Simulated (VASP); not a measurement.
# Na16H (a cell with a defect) in VASP: further runs

Na16H (a cell with a defect) is run at these levels: PBEsol; tasks: single point.

All numbers are computed with VASP 6.6.1; they aren't measurements. Logs are shortened: lines on timing, memory, paths and dates and some standing lists are left out, and cuts for length are marked.

## (1) The cell of the first run

The cell holds a defect, 17 atoms: a = 8.460 Å, b = 8.460 Å, c = 8.460 Å, α = 90.00°, β = 90.00°, γ = 90.00°.

## (2) Single point, PBEsol

Input file INCAR:

```
PREC     = Accurate       # precision mode
ENCUT    = 520            # plane-wave cutoff, eV
EDIFF    = 1E-7           # SCF threshold, eV
ISMEAR   = -1             # smearing method
SIGMA    = 0.002          # smearing width, eV
LREAL    = Auto         
LASPH    = True           # aspherical terms in the spheres
NELM     = 60             # most SCF steps
ALGO     = Normal         # electronic algorithm
ISIF     = 2              # what is computed and relaxed
LWAVE    = False          # write WAVECAR
LCHARG   = True           # write CHGCAR
GGA      = PS             # functional
LELF     = True           # ELF
LVHAR    = True         
NBANDS   = 70             # bands
```

Input file KPOINTS:

```
Automatic mesh
0
Gamma
  2 2 2
```

Input file POSCAR:

```
Na16H
1.0
    8.4600000000      0.0000000000      0.0000000000
    0.0000000000      8.4600000000      0.0000000000
    0.0000000000      0.0000000000      8.4600000000
Na H
16 1
Direct
    0.0034633570      0.0078014184      0.0020567376
    0.4734633570      0.0016193853      0.0002009456
   -0.0145271868      0.5081442080      0.0019503546
    0.0118676123     -0.0111111111      0.5007446809
    0.2479196217      0.2608628842      0.2697635934
    0.4840661939      0.5243971631      0.0097044917
    0.5163002364     -0.0047517730      0.4919503546
    0.7513356974      0.2431914894      0.2509929078
    0.0094089835      0.4775413712      0.4932151300
    0.2657092199      0.7576713948      0.2484633570
    0.2530496454      0.2333687943      0.7555437352
    0.5039716312      0.4933924350      0.5026241135
    0.7617966903      0.7630732861      0.2359101655
    0.7616784870      0.2362765957      0.7498463357
    0.2602009456      0.7532978723      0.7607919622
    0.7270449173      0.7537234043      0.7330614657
    0.4804018913      0.7521158392      0.1170685579
```

Potentials or basis: VASP PAW PBE potentials, release 64 (Na_pv, H).

Command:

```bash
$ cat potpaw_PBE.64/Na_pv/POTCAR potpaw_PBE.64/H/POTCAR > POTCAR
$ mpirun -np 1 vasp_std > vasp.out
```

OUTCAR:

```text
PREC = Accurate
   ENCUT = 520
   EDIFF = 1E-7
   ISMEAR = -1
   LREAL = Auto
   LASPH = True
   NELM = 60
   ISIF = 2
   GGA = PS

 ion  position               nearest neighbor table
   1  0.003  0.008  0.002-
   2  0.473  0.002  0.000-
   3  0.985  0.508  0.002-
   4  0.012  0.989  0.501-
   5  0.248  0.261  0.270-
   6  0.484  0.524  0.010-
[... 9 lines left out ...]
  16  0.727  0.754  0.733-
  17  0.480  0.752  0.117-

  LATTYP: Found a simple cubic cell.
 ALAT       =     8.4600000000

  Lattice vectors:

 A1 = (   8.4600000000,   0.0000000000,   0.0000000000)
 A2 = (   0.0000000000,   8.4600000000,   0.0000000000)
 A3 = (   0.0000000000,   0.0000000000,   8.4600000000)

Analysis of symmetry for initial positions (statically):
=====================================================================
 Subroutine PRICEL returns:
 Original cell was already a primitive cell.

 Routine SETGRP: Setting up the symmetry group for a
 simple cubic supercell.

 Subroutine GETGRP returns: Found  1 space group operations
 (whereof  1 operations were pure point group operations)
 out of a pool of 48 trial point group operations.

The static configuration has the point symmetry C_1 .

Analysis of symmetry for dynamics (positions and initial velocities):
=====================================================================
 Subroutine PRICEL returns:
 Original cell was already a primitive cell.

 Routine SETGRP: Setting up the symmetry group for a
 simple cubic supercell.

 Subroutine GETGRP returns: Found  1 space group operations
 (whereof  1 operations were pure point group operations)
 out of a pool of 48 trial point group operations.

The dynamic configuration has the point symmetry C_1 .

 Subroutine INISYM returns: Found  1 space group operations
 (whereof  1 operations are pure point group operations),
 and found     1 'primitive' translations

----------------------------------------------------------------------------------------

                                     Primitive cell

  volume of cell :     605.4957

  direct lattice vectors                    reciprocal lattice vectors
     8.460000000  0.000000000  0.000000000     0.118203310  0.000000000  0.000000000
     0.000000000  8.460000000  0.000000000     0.000000000  0.118203310  0.000000000
     0.000000000  0.000000000  8.460000000     0.000000000  0.000000000  0.118203310

  length of vectors
     8.460000000  8.460000000  8.460000000     0.118203310  0.118203310  0.118203310

  position of ions in fractional coordinates (direct lattice)
     0.003463357  0.007801418  0.002056738
     0.473463357  0.001619385  0.000200946
     0.985472813  0.508144208  0.001950355
     0.011867612  0.988888889  0.500744681
     0.247919622  0.260862884  0.269763593
     0.484066194  0.524397163  0.009704492
[... 9 lines left out ...]
     0.727044917  0.753723404  0.733061466
     0.480401891  0.752115839  0.117068558

  ion indices of the primitive-cell ions
   primitive index   ion index
                 1           1
                 2           2
                 3           3
                 4           4
                 5           5
                 6           6
[... 9 lines left out ...]
                16          16
                17          17

----------------------------------------------------------------------------------------

 KPOINTS: Automatic mesh

Automatic generation of k-mesh.
 Grid dimensions read from file:
 generate k-points for:    2    2    2

 Generating k-lattice:

  Cartesian coordinates                     Fractional coordinates (reciprocal lattice)
     0.059101655  0.000000000  0.000000000     0.500000000  0.000000000  0.000000000
     0.000000000  0.059101655  0.000000000     0.000000000  0.500000000  0.000000000
     0.000000000  0.000000000  0.059101655     0.000000000  0.000000000  0.500000000

  Length of vectors
     0.059101655  0.059101655  0.059101655

  Shift w.r.t. Gamma in fractional coordinates (k-lattice)
     0.000000000  0.000000000  0.000000000

 Subroutine IBZKPT returns following result:
 ===========================================

 Found      8 irreducible k-points:

 Following reciprocal coordinates:
            Coordinates               Weight
  0.000000  0.000000  0.000000      1.000000
  0.500000  0.000000  0.000000      1.000000
  0.000000  0.500000  0.000000      1.000000
  0.000000  0.000000  0.500000      1.000000
  0.500000  0.500000  0.000000      1.000000
  0.000000  0.500000  0.500000      1.000000
  0.500000  0.000000  0.500000      1.000000
  0.500000  0.500000  0.500000      1.000000
   k-points           NKPTS =      8   k-points in BZ     NKDIM =      8   number of bands    NBANDS=     70
   number of dos      NEDOS =    301   number of ions     NIONS =     17
   total plane-waves  NPLWV = 262144
   dimension x,y,z NGX =    64 NGY =   64 NGZ =   64
   dimension x,y,z NGXF=   128 NGYF=  128 NGZF=  128
   ions per type =              16   1
   NGX,Y,Z   is equivalent  to a cutoff of  12.58, 12.58, 12.58 a.u.
   NGXF,Y,Z  is equivalent  to a cutoff of  25.15, 25.15, 25.15 a.u.
 SYSTEM =  unknown system
   PREC   = accura    normal or accurate (medium, high low for compatibility)
   ISTART =      0    job   : 0-new  1-cont  2-samecut
   ICHARG =      2    charge: 1-file 2-atom 10-const
   ISPIN  =      1    spin polarized calculation?
   LNONCOLLINEAR =      F non collinear calculations
   LSORBIT =      F    spin-orbit coupling
   LASPH  =      T    aspherical Exc in radial PAW
   ENCUT  =  520.0 eV  38.22 Ry    6.18 a.u.  15.73 15.73 15.73*2*pi/ulx,y,z
   NELM   =     60;   NELMIN=  2; NELMDL= -5     # of ELM steps
   EDIFF  = 0.1E-06   stopping-criterion for ELM
   LREAL  =      T    real-space projection
   EDIFFG = 0.1E-05   stopping-criterion for IOM
   NSW    =      0    number of steps for IOM
   IBRION =     -1    ionic relax: 0-MD 1-quasi-New 2-CG
   NFREE  =      0    steps in history (QN), initial steepest desc. (CG)
   ISIF   =      2    stress and relaxation
   ISYM   =      2    0-nonsym 1-usesym 2-fastsym
   POTIM  = 0.5000    time-step for ionic-motion
   TEBEG  =    0.0;   TEEND  =   0.0 temperature during run
   PSTRESS=    0.0 pullay stress
   NELECT =     113.0000    total number of electrons
   NUPDOWN=      -1.0000    fix difference up-down
   EMIN   =  10.00;   EMAX   =-10.00  energy-range for DOS
   EFERMI =   0.00;   METHOD = LEGACY
   ISMEAR =    -1;   SIGMA  =   0.00  broadening in eV -4-tet -1-fermi 0-gaus
   EFERMI_NEDOS =   21; number of points for ismear=-14 and -15
   IALGO  =     38    algorithm
   IMIX   =      4    mixing-type and parameters
     AMIX     =   0.40;   BMIX     =  1.00
     AMIX_MAG =   1.60;   BMIX_MAG =  1.00
  volume/ion in A,a.u.               =      35.62       240.36
  Fermi-wavevector in a.u.,A,eV,Ry     =   0.935543  1.767921 11.908383  0.875241
  Thomas-Fermi vector in A             =   2.062462
   LORBIT       =      0    0 simple, 1 ext, 2 COOP (PROOUT), +10 PAW based schemes
   GGA     = PS    functional components
   LHFCALC =     F    Hartree Fock is set to
   AEXX    =    0.0000 exact exchange contribution
   IVDW    =     0    specifies the selected vdW correction
   LEPSILON=     F    determine dielectric tensor
   LRPA    =     F    only Hartree local field effects (RPA)
 non-spin polarized calculation
  energy-cutoff  :      520.00
  volume of cell :      605.50
 maximum number of plane-waves:     16384
 NGX is ok and might be reduce to    64
   NGX = 31   NGY = 31   NGZ = 31

 number of electron     113.0000001 magnetization

 Free energy of the ion-electron system (eV)
  ---------------------------------------------------
  ext. energy  EPLUGINS =         0.00000000
  ---------------------------------------------------
  free energy    TOTEN  =       -24.99403183 eV

  energy without entropy =      -24.99248173  energy(sigma->0) =      -24.99325678

 E-fermi :   0.1745     XC(G=0):  -6.4704

 val. band max:        0.1724626610   @ k =   0.0000   0.5000   0.5000
 cond. band min:       0.1760679426   @ k =   0.5000   0.5000   0.0000
 fundamental gap:      0.0036052816
 Fermi energy:         0.1744830095

 k-point     1 :       0.0000    0.0000    0.0000
  band No.  band energies     occupation
      1     -24.6578      2.00000
      2     -24.6561      2.00000
      3     -24.6559      2.00000
      4     -24.6522      2.00000
      5     -24.6489      2.00000
      6     -24.6451      2.00000
[... 60 lines left out ...]
     67       1.4681      0.00000
     68       2.4250      0.00000

 k-point     2 :       0.5000    0.0000    0.0000
  band No.  band energies     occupation
      1     -24.6577      2.00000
      2     -24.6561      2.00000
      3     -24.6558      2.00000
      4     -24.6522      2.00000
      5     -24.6484      2.00000
      6     -24.6453      2.00000
[... 60 lines left out ...]
     67       1.9729      0.00000
     68       1.9758      0.00000

 k-point     3 :       0.0000    0.5000    0.0000
  band No.  band energies     occupation
      1     -24.6577      2.00000
      2     -24.6561      2.00000
      3     -24.6557      2.00000
      4     -24.6522      2.00000
      5     -24.6487      2.00000
      6     -24.6451      2.00000
[... 60 lines left out ...]
     67       1.9774      0.00000
     68       1.9826      0.00000

 k-point     4 :       0.0000    0.0000    0.5000
  band No.  band energies     occupation
      1     -24.6576      2.00000
      2     -24.6561      2.00000
      3     -24.6553      2.00000
      4     -24.6522      2.00000
      5     -24.6489      2.00000
      6     -24.6458      2.00000
[... 60 lines left out ...]
     67       1.9692      0.00000
     68       1.9734      0.00000

 k-point     5 :       0.5000    0.5000    0.0000
  band No.  band energies     occupation
      1     -24.6577      2.00000
      2     -24.6560      2.00000
      3     -24.6557      2.00000
      4     -24.6521      2.00000
      5     -24.6482      2.00000
      6     -24.6453      2.00000
[... 60 lines left out ...]
     67       2.4966      0.00000
     68       2.5210      0.00000

 k-point     6 :       0.0000    0.5000    0.5000
  band No.  band energies     occupation
      1     -24.6576      2.00000
      2     -24.6561      2.00000
      3     -24.6552      2.00000
      4     -24.6522      2.00000
      5     -24.6487      2.00000
      6     -24.6457      2.00000
[... 60 lines left out ...]
     67       2.5016      0.00000
     68       2.5112      0.00000

 k-point     7 :       0.5000    0.0000    0.5000
  band No.  band energies     occupation
      1     -24.6576      2.00000
      2     -24.6561      2.00000
      3     -24.6553      2.00000
      4     -24.6521      2.00000
      5     -24.6484      2.00000
      6     -24.6460      2.00000
[... 60 lines left out ...]
     67       2.4874      0.00000
     68       2.5055      0.00000

 k-point     8 :       0.5000    0.5000    0.5000
  band No.  band energies     occupation
      1     -24.6576      2.00000
      2     -24.6560      2.00000
      3     -24.6551      2.00000
      4     -24.6521      2.00000
      5     -24.6482      2.00000
      6     -24.6459      2.00000
[... 60 lines left out ...]
     67       2.4936      0.00000
     68       2.5033      0.00000
 [bands above 68 left out]

------------------------ aborting loop because EDIFF is reached ----------------------------------------

  FORCE on cell =-STRESS in cart. coord.  units (eV):
  Direction    XX          YY          ZZ          XY          YZ          ZX
  --------------------------------------------------------------------------------------
  -------------------------------------------------------------------------------------
  Total       -0.6430965     -0.6637099     -0.7929668     -0.2763495      0.6295918      0.2498970
  in kB       -1.7016713     -1.7562154     -2.0982367     -0.7312372      1.6659370      0.6612422
  external PRESSURE =      -1.8520411 kB  Pullay stress =       0.0000000 kB

 VOLUME and BASIS-vectors are now :
 -----------------------------------------------------------------------------
  energy-cutoff  :      520.00
  volume of cell :      605.50
      direct lattice vectors                 reciprocal lattice vectors
     8.460000000  0.000000000  0.000000000     0.118203310  0.000000000  0.000000000
     0.000000000  8.460000000  0.000000000     0.000000000  0.118203310  0.000000000
     0.000000000  0.000000000  8.460000000     0.000000000  0.000000000  0.118203310

 POSITION                                       TOTAL-FORCE (eV/Angst)
 -----------------------------------------------------------------------------------
      0.02930      0.06600      0.01740         0.036495     -0.047642      0.001035
      4.00550      0.01370      0.00170         0.139219     -0.083263      0.095898
      8.33710      4.29890      0.01650         0.110411     -0.039971     -0.027173
      0.10040      8.36600      4.23630        -0.019049      0.070599     -0.035179
      2.09740      2.20690      2.28220         0.025599     -0.120610     -0.106542
      4.09520      4.43640      0.08210         0.072469     -0.228711     -0.056827
[... 9 lines left out ...]
      6.15080      6.37650      6.20170         0.087712      0.024929      0.087481
      4.06420      6.36290      0.99040         0.235324      0.191591     -0.006358
 -----------------------------------------------------------------------------------
    total drift:                                0.000403      0.001249     -0.000240

  FREE ENERGIE OF THE ION-ELECTRON SYSTEM (eV)
  ---------------------------------------------------
  free  energy   TOTEN  =       -24.9940318338 eV

  energy  without entropy=      -24.9924817281  energy(sigma->0) =      -24.99325678
```

Run time: 13 min. Hardware: 1 thread of AMD EPYC 9755, shared host; peak memory 0.59 GiB.

What came out:

| Quantity | Value |
| --- | --- |
| Free energy | -24.9940 eV |
| Pressure | -0.2 GPa |
| Largest force | 0.304 eV/Å |

Forces on the atoms (eV/Å):
```
Na   0.036 -0.048  0.001
Na   0.139 -0.083  0.096
Na   0.110 -0.040 -0.027
Na  -0.019  0.071 -0.035
Na   0.026 -0.121 -0.107
Na   0.072 -0.229 -0.057
Na  -0.106  0.043  0.021
Na  -0.002  0.009  0.023
Na  -0.071  0.093  0.045
Na  -0.172  0.002  0.097
Na  -0.014  0.077 -0.035
Na   0.005  0.008  0.002
Na  -0.225 -0.015 -0.004
Na  -0.066  0.010 -0.013
Na  -0.038  0.005 -0.087
Na   0.088  0.025  0.087
H    0.235  0.192 -0.006
```

Stress tensor (GPa, compression positive):
```
-0.17 -0.07  0.07
-0.07 -0.18  0.17
 0.07  0.17 -0.21
```

Caveat: the k points lie up to 0.37 Å⁻¹ apart; the PAW data sets were made with another functional, which shifts forces and pressure a little.

(Part 1 of 2 ends here.)
